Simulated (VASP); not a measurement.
# CdS in VASP: notebook

Aim: see how the results for CdS move with the level of theory and the settings. Levels: HSE06, BLYP, r2SCAN+D3(BJ), PBE+D4. Tasks: single point.

Everything below comes from runs of VASP 6.6.1. Logs are shortened: lines on timing, memory, paths and dates and some standing lists are left out, and cuts for length are marked.

## (1) The cell of the first run

Symmetry: F-43m, No. 216, cubic system. Conventional cell: a = 5.833 Å, b = 5.833 Å, c = 5.833 Å, α = 90.00°, β = 90.00°, γ = 90.00°. Cd (site symmetry -43m) has 4 S at 2.53 Å within 3.3 Å. S (site symmetry -43m) has 4 Cd at 2.53 Å within 3.3 Å.

## (2) Single point, HSE06

Input file POSCAR:

```
CdS
1.0
    0.0000000000      2.9165000000      2.9165000000
    2.9165000000      0.0000000000      2.9165000000
    2.9165000000      2.9165000000      0.0000000000
Cd S
1 1
Direct
    0.0000000000      0.0000000000      0.0000000000
    0.7500000000      0.7500000000      0.7500000000
```

Input file INCAR.step1:

```
SYSTEM = CdS
ALGO     = Normal         ! electronic algorithm
EDIFF    = 1E-5           ! SCF threshold, eV
ENCUT    = 520            ! plane-wave cutoff, eV
GGA      = PE             ! functional
ISIF     = 2              ! what is computed and relaxed
ISMEAR   = -1             ! smearing method
LASPH    = .TRUE.         ! aspherical terms in the spheres
LCHARG   = .FALSE.        ! write CHGCAR
LREAL    = .FALSE.        ! projectors in reciprocal space
LWAVE    = .TRUE.         ! write WAVECAR
NBANDS   = 16             ! bands
NELM     = 100            ! most SCF steps
PREC     = Accurate       ! precision mode
SIGMA    = 0.05           ! smearing width, eV
```

Input file INCAR.step2:

```
SYSTEM = CdS
ALGO     = Normal         ! electronic algorithm
EDIFF    = 1E-7           ! SCF threshold, eV
ENCUT    = 520            ! plane-wave cutoff, eV
GGA      = PE             ! functional
HFSCREEN = 0.2079         ! screening, 1/A
ISIF     = 2              ! what is computed and relaxed
ISMEAR   = -1             ! smearing method
ISTART   = 1            
LASPH    = .TRUE.         ! aspherical terms in the spheres
LCHARG   = .FALSE.        ! write CHGCAR
LHFCALC  = .TRUE.         ! exact exchange
LREAL    = .FALSE.        ! projectors in reciprocal space
LWAVE    = .FALSE.        ! write WAVECAR
NBANDS   = 16             ! bands
NELM     = 100            ! most SCF steps
PREC     = Accurate       ! precision mode
PRECFOCK = Normal       
SIGMA    = 0.05           ! smearing width, eV
```

Input file KPOINTS:

```
k-points
0
G
  5 5 5
  0 0 0
```

Potentials or basis: VASP PAW PBE potentials, release 64 (Cd, S).

Started as:

```sh
$ cat potpaw_PBE.64/Cd/POTCAR potpaw_PBE.64/S/POTCAR > POTCAR
$ cp INCAR.step1 INCAR
$ mpirun -np 1 vasp_std > vasp.out
$ cp INCAR.step2 INCAR
$ mpirun -np 1 vasp_std > vasp.out
```

OUTCAR:

```text
SYSTEM = CdS
   EDIFF = 1E-7
   ENCUT = 520
   GGA = PE
   HFSCREEN = 0.2079
   ISIF = 2
   ISMEAR = -1
   ISTART = 1
   LASPH = .TRUE.
   LHFCALC = .TRUE.
   LREAL = .FALSE.
   NELM = 100
   PREC = Accurate
   PRECFOCK = Normal

 ion  position               nearest neighbor table
   1  0.000  0.000  0.000-   2 2.53   2 2.53   2 2.53   2 2.53
   2  0.750  0.750  0.750-   1 2.53   1 2.53   1 2.53   1 2.53

  LATTYP: Found a face centered cubic cell.
 ALAT       =     5.8330000000

  Lattice vectors:

 A1 = (   0.0000000000,   2.9165000000,   2.9165000000)
 A2 = (   2.9165000000,   0.0000000000,   2.9165000000)
 A3 = (   2.9165000000,   2.9165000000,   0.0000000000)

Analysis of symmetry for initial positions (statically):
=====================================================================
 Subroutine PRICEL returns:
 Original cell was already a primitive cell.

 Routine SETGRP: Setting up the symmetry group for a
 face centered cubic supercell.

 Subroutine GETGRP returns: Found 24 space group operations
 (whereof 24 operations were pure point group operations)
 out of a pool of 48 trial point group operations.

The static configuration has the point symmetry T_d .

Analysis of symmetry for dynamics (positions and initial velocities):
=====================================================================
 Subroutine PRICEL returns:
 Original cell was already a primitive cell.

 Routine SETGRP: Setting up the symmetry group for a
 face centered cubic supercell.

 Subroutine GETGRP returns: Found 24 space group operations
 (whereof 24 operations were pure point group operations)
 out of a pool of 48 trial point group operations.

The dynamic configuration has the point symmetry T_d .

 Subroutine INISYM returns: Found 24 space group operations
 (whereof 24 operations are pure point group operations),
 and found     1 'primitive' translations

----------------------------------------------------------------------------------------

                                     Primitive cell

  volume of cell :      49.6153

  direct lattice vectors                    reciprocal lattice vectors
     0.000000000  2.916500000  2.916500000    -0.171438368  0.171438368  0.171438368
     2.916500000  0.000000000  2.916500000     0.171438368 -0.171438368  0.171438368
     2.916500000  2.916500000  0.000000000     0.171438368  0.171438368 -0.171438368

  length of vectors
     4.124553855  4.124553855  4.124553855     0.296939964  0.296939964  0.296939964

  position of ions in fractional coordinates (direct lattice)
     0.000000000  0.000000000  0.000000000
     0.750000000  0.750000000  0.750000000

  ion indices of the primitive-cell ions
   primitive index   ion index
                 1           1
                 2           2

----------------------------------------------------------------------------------------

 KPOINTS: k-points

Automatic generation of k-mesh.
 Grid dimensions read from file:
 generate k-points for:    5    5    5

 Generating k-lattice:

  Cartesian coordinates                     Fractional coordinates (reciprocal lattice)
    -0.034287674  0.034287674  0.034287674     0.200000000  0.000000000  0.000000000
     0.034287674 -0.034287674  0.034287674     0.000000000  0.200000000  0.000000000
     0.034287674  0.034287674 -0.034287674     0.000000000  0.000000000  0.200000000

  Length of vectors
     0.059387993  0.059387993  0.059387993

  Shift w.r.t. Gamma in fractional coordinates (k-lattice)
     0.000000000  0.000000000  0.000000000

 Subroutine IBZKPT returns following result:
 ===========================================

 Found     10 irreducible k-points:

 Following reciprocal coordinates:
            Coordinates               Weight
  0.000000  0.000000  0.000000      1.000000
  0.200000  0.000000  0.000000      8.000000
  0.400000  0.000000  0.000000      8.000000
  0.200000  0.200000  0.000000      6.000000
  0.400000  0.200000  0.000000     24.000000
 -0.400000  0.200000  0.000000     24.000000
 -0.200000  0.200000  0.000000     12.000000
  0.400000  0.400000  0.000000      6.000000
 -0.400000  0.400000  0.000000     12.000000
 -0.400000  0.400000  0.200000     24.000000
   k-points           NKPTS =     10   k-points in BZ     NKDIM =    125   number of bands    NBANDS=     16
   number of dos      NEDOS =    301   number of ions     NIONS =      2
   total plane-waves  NPLWV =  32768
   dimension x,y,z NGX =    32 NGY =   32 NGZ =   32
   dimension x,y,z NGXF=    64 NGYF=   64 NGZF=   64
   ions per type =               1   1
   NGX,Y,Z   is equivalent  to a cutoff of  12.90, 12.90, 12.90 a.u.
   NGXF,Y,Z  is equivalent  to a cutoff of  25.80, 25.80, 25.80 a.u.
 SYSTEM =  CdS
   PREC   = accura    normal or accurate (medium, high low for compatibility)
   ISTART =      1    job   : 0-new  1-cont  2-samecut
   ICHARG =      0    charge: 1-file 2-atom 10-const
   ISPIN  =      1    spin polarized calculation?
   LNONCOLLINEAR =      F non collinear calculations
   LSORBIT =      F    spin-orbit coupling
   LASPH  =      T    aspherical Exc in radial PAW
   ENCUT  =  520.0 eV  38.22 Ry    6.18 a.u.   7.67  7.67  7.67*2*pi/ulx,y,z
   NELM   =    100;   NELMIN=  2; NELMDL=  0     # of ELM steps
   EDIFF  = 0.1E-06   stopping-criterion for ELM
   LREAL  =      F    real-space projection
   EDIFFG = 0.1E-05   stopping-criterion for IOM
   NSW    =      0    number of steps for IOM
   IBRION =     -1    ionic relax: 0-MD 1-quasi-New 2-CG
   NFREE  =      0    steps in history (QN), initial steepest desc. (CG)
   ISIF   =      2    stress and relaxation
   ISYM   =      3    0-nonsym 1-usesym 2-fastsym
   POTIM  = 0.5000    time-step for ionic-motion
   TEBEG  =    0.0;   TEEND  =   0.0 temperature during run
   PSTRESS=    0.0 pullay stress
   NELECT =      18.0000    total number of electrons
   NUPDOWN=      -1.0000    fix difference up-down
   EMIN   =  10.00;   EMAX   =-10.00  energy-range for DOS
   EFERMI =   0.00;   METHOD = LEGACY
   ISMEAR =    -1;   SIGMA  =   0.05  broadening in eV -4-tet -1-fermi 0-gaus
   EFERMI_NEDOS =   21; number of points for ismear=-14 and -15
   IALGO  =     38    algorithm
   IMIX   =      1    mixing-type and parameters
     AMIX     =   0.40;   BMIX     =  1.00
     AMIX_MAG =   1.60;   BMIX_MAG =  1.00
  volume/ion in A,a.u.               =      24.81       167.41
  Fermi-wavevector in a.u.,A,eV,Ry     =   1.167599  2.206442 18.548649  1.363287
  Thomas-Fermi vector in A             =   2.304097
   LORBIT       =      0    0 simple, 1 ext, 2 COOP (PROOUT), +10 PAW based schemes
   GGA     = PE    functional components
   LHFCALC =     T    Hartree Fock is set to
   PRECFOCK=normal    Normal, Fast or Accurate (Low or Medium for compatibility)
   ENCUT4O =  -1.0   cutoff for four orbital integrals eV
   NKREDX  =     1    reduce k-point grid by
   NKREDY  =     1    reduce k-point grid by
   NKREDZ  =     1    reduce k-point grid by
   AEXX    =    0.2500 exact exchange contribution
   HFSCREEN=    0.2079 screening length (either q_TF or 0.3 A-1)
   HFSCREENC=   0.2079 screening length for correlation (either q_TF or 0.3 A-1)
   ENCUTFOCK=  -1.0 apply spherical cutoff to Coloumb kernel
   IVDW    =     0    specifies the selected vdW correction
   LEPSILON=     F    determine dielectric tensor
   LRPA    =     F    only Hartree local field effects (RPA)
 non-spin polarized calculation
  energy-cutoff  :      520.00
  volume of cell :       49.62
 maximum number of plane-waves:      1363
  NGX = 24; NGY = 24; NGZ = 24

 number of electron      18.0000004 magnetization

 Free energy of the ion-electron system (eV)
  ---------------------------------------------------
  ext. energy  EPLUGINS =         0.00000000
  ---------------------------------------------------
  free energy    TOTEN  =        -7.60665553 eV

  energy without entropy =       -7.60665553  energy(sigma->0) =       -7.60665553

 E-fermi :   1.6896     XC(G=0):  -7.5911

 val. band max:        0.6660473189   @ k =   0.0000   0.0000   0.0000
 cond. band min:       2.8383276275   @ k =   0.0000   0.0000   0.0000
 fundamental gap:      2.1722803085
 Fermi energy:         1.6895978271

 k-point     1 :       0.0000    0.0000    0.0000
  band No.  band energies     occupation
      1     -12.8935      2.00000
      2      -8.1881      2.00000
      3      -8.1880      2.00000
      4      -8.1880      2.00000
      5      -7.7040      2.00000
      6      -7.7040      2.00000
[... 8 lines left out ...]
     15      13.4607      0.00000
     16      13.4607      0.00000

 k-point     2 :       0.2000    0.0000    0.0000
  band No.  band energies     occupation
      1     -12.7355      2.00000
      2      -8.1369      2.00000
      3      -8.1369      2.00000
      4      -8.0184      2.00000
      5      -7.7039      2.00000
      6      -7.7039      2.00000
[... 8 lines left out ...]
     15      12.4981      0.00000
     16      13.4616      0.00000

 k-point     3 :       0.4000    0.0000    0.0000
  band No.  band energies     occupation
      1     -12.4821      2.00000
      2      -8.0738      2.00000
      3      -8.0738      2.00000
      4      -7.6780      2.00000
      5      -7.6780      2.00000
      6      -7.4608      2.00000
[... 8 lines left out ...]
     15      13.7800      0.00000
     16      13.7800      0.00000

 k-point     4 :       0.2000    0.2000    0.0000
  band No.  band energies     occupation
      1     -12.6838      2.00000
      2      -8.0809      2.00000
      3      -8.0809      2.00000
      4      -8.0475      2.00000
      5      -7.7292      2.00000
      6      -7.6755      2.00000
[... 8 lines left out ...]
     15      13.7372      0.00000
     16      16.1506      0.00000

 k-point     5 :       0.4000    0.2000    0.0000
  band No.  band energies     occupation
      1     -12.4656      2.00000
      2      -8.0376      2.00000
      3      -7.9985      2.00000
      4      -7.8132      2.00000
      5      -7.6553      2.00000
      6      -7.5125      2.00000
[... 8 lines left out ...]
     15      14.4330      0.00000
     16      15.3317      0.00000

 k-point     6 :      -0.4000    0.2000    0.0000
  band No.  band energies     occupation
      1     -12.3847      2.00000
      2      -8.0300      2.00000
      3      -7.9970      2.00000
      4      -7.7197      2.00000
      5      -7.6836      2.00000
      6      -7.1950      2.00000
[... 8 lines left out ...]
     15      13.5357      0.00000
     16      15.0925      0.00000

 k-point     7 :      -0.2000    0.2000    0.0000
  band No.  band energies     occupation
      1     -12.5476      2.00000
      2      -8.0746      2.00000
      3      -8.0587      2.00000
      4      -7.7815      2.00000
      5      -7.7233      2.00000
      6      -7.6151      2.00000
[... 8 lines left out ...]
     15      14.0753      0.00000
     16      15.5576      0.00000

 k-point     8 :       0.4000    0.4000    0.0000
  band No.  band energies     occupation
      1     -12.3551      2.00000
      2      -7.9385      2.00000
      3      -7.8815      2.00000
      4      -7.8815      2.00000
      5      -7.6290      2.00000
      6      -7.3654      2.00000
[... 8 lines left out ...]
     15      14.3197      0.00000
     16      16.7067      0.00000

 k-point     9 :      -0.4000    0.4000    0.0000
  band No.  band energies     occupation
      1     -12.3076      2.00000
      2      -7.9674      2.00000
      3      -7.8791      2.00000
      4      -7.8168      2.00000
      5      -7.6492      2.00000
      6      -7.0946      2.00000
[... 8 lines left out ...]
     15      14.4377      0.00000
     16      16.1427      0.00000

 k-point    10 :      -0.4000    0.4000    0.2000
  band No.  band energies     occupation
      1     -12.3377      2.00000
      2      -7.9681      2.00000
      3      -7.9535      2.00000
      4      -7.7716      2.00000
      5      -7.6751      2.00000
      6      -7.1407      2.00000
[... 8 lines left out ...]
     15      14.4198      0.00000
     16      16.0776      0.00000

------------------------ aborting loop because EDIFF is reached ----------------------------------------

  FORCE on cell =-STRESS in cart. coord.  units (eV):
  Direction    XX          YY          ZZ          XY          YZ          ZX
  --------------------------------------------------------------------------------------
  -------------------------------------------------------------------------------------
  Total        0.6390212      0.6390212      0.6390212      0.0000000      0.0000000      0.0000000
  in kB       20.6352577     20.6352577     20.6352577      0.0000000      0.0000000      0.0000000
  external PRESSURE =      20.6352577 kB  Pullay stress =       0.0000000 kB

 VOLUME and BASIS-vectors are now :
 -----------------------------------------------------------------------------
  energy-cutoff  :      520.00
  volume of cell :       49.62
      direct lattice vectors                 reciprocal lattice vectors
     0.000000000  2.916500000  2.916500000    -0.171438368  0.171438368  0.171438368
     2.916500000  0.000000000  2.916500000     0.171438368 -0.171438368  0.171438368
     2.916500000  2.916500000  0.000000000     0.171438368  0.171438368 -0.171438368

 POSITION                                       TOTAL-FORCE (eV/Angst)
 -----------------------------------------------------------------------------------
      0.00000      0.00000      0.00000         0.000000      0.000000      0.000000
      4.37475      4.37475      4.37475        -0.000000     -0.000000     -0.000000
 -----------------------------------------------------------------------------------
    total drift:                               -0.000035     -0.000038     -0.000023

  FREE ENERGIE OF THE ION-ELECTRON SYSTEM (eV)
  ---------------------------------------------------
  free  energy   TOTEN  =        -7.6066555328 eV

  energy  without entropy=       -7.6066555327  energy(sigma->0) =       -7.60665553
```

Run time: 29 min. Hardware: 1 thread of Intel Xeon 8259CL, shared host; peak memory 0.29 GiB.

What came out:

- Free energy: -7.6067 eV
- Pressure: 2.1 GPa
- Band gap on the k mesh: 2.17 eV

Caveat: the PAW data sets were made with another functional, which shifts forces and pressure a little.

## (3) Single point, BLYP (atoms moved at random)

Input file INCAR:

```
PREC = Accurate
ENCUT = 520
EDIFF = 1E-7
ISMEAR = 0
SIGMA = 0.1
LREAL = False
LASPH = True
NELM = 100
ALGO = Normal
ISIF = 2
LWAVE = False
LCHARG = False
GGA = B5
ALDAX = 1.0
AGGAX = 1.0
AGGAC = 1.0
ALDAC = 0.0
NBANDS = 16
```

Input file KPOINTS:

```
Automatic mesh
0
Gamma
  6 6 6
```

Input file POSCAR:

```
CdS
1.0
    0.0000000000      2.9165000000      2.9165000000
    2.9165000000      0.0000000000      2.9165000000
    2.9165000000      2.9165000000      0.0000000000
Cd S
1 1
Direct
   -0.0136432626      0.0022321415     -0.0011631249
    0.7363182626      0.7521958585      0.7489901249
```

Potentials or basis: VASP PAW PBE potentials, release 64 (Cd, S).

Started as:

```sh
$ cat potpaw_PBE.64/Cd/POTCAR potpaw_PBE.64/S/POTCAR > POTCAR
$ mpirun -np 1 vasp_std > vasp.out
```

Wall time 24 s (1 thread of Intel Xeon 6975P-C (Granite Rapids), shared host); peak memory 0.2 GiB.

The run converged. Its results:

- Free energy: -5.1086 eV
- Pressure: 6.5 GPa
- Band gap on the k mesh: 1.12 eV

Forces in eV/Å, atoms in the order of the input:
```
Cd   0.002  0.002 -0.001
S   -0.002 -0.002  0.001
```

Levels at points of the mesh, in eV from the valence-band top:
| k point | band 6 | band 7 | band 8 | band 9 | band 10 | band 11 | band 12 | band 13 |
| --- | --- | --- | --- | --- | --- | --- | --- | --- |
| (0.00, 0.00, 0.00) | -7.31 | 0.00 | 0.00 | 0.00 | 1.12 | 6.56 | 6.56 | 6.56 |
| (0.50, 0.00, 0.00) | -6.93 | -4.38 | -0.75 | -0.75 | 2.99 | 7.04 | 7.04 | 7.54 |
| (0.00, 0.00, 0.50) | -6.93 | -4.37 | -0.75 | -0.75 | 2.99 | 7.04 | 7.04 | 7.54 |
| (0.50, 0.50, 0.50) | -6.93 | -4.38 | -0.75 | -0.75 | 2.99 | 7.04 | 7.04 | 7.54 |
| (0.50, 0.50, 0.00) | -6.86 | -3.95 | -1.86 | -1.86 | 3.65 | 4.35 | 9.27 | 10.74 |
| (0.00, 0.50, 0.50) | -6.86 | -3.95 | -1.86 | -1.86 | 3.65 | 4.35 | 9.27 | 10.74 |

Caveat: the cell differs from its parent crystal (atoms moved at random); the cell stands under pressure; the PAW data sets were made with another functional, which shifts forces and pressure a little.

(Part 1 of 2 ends here.)
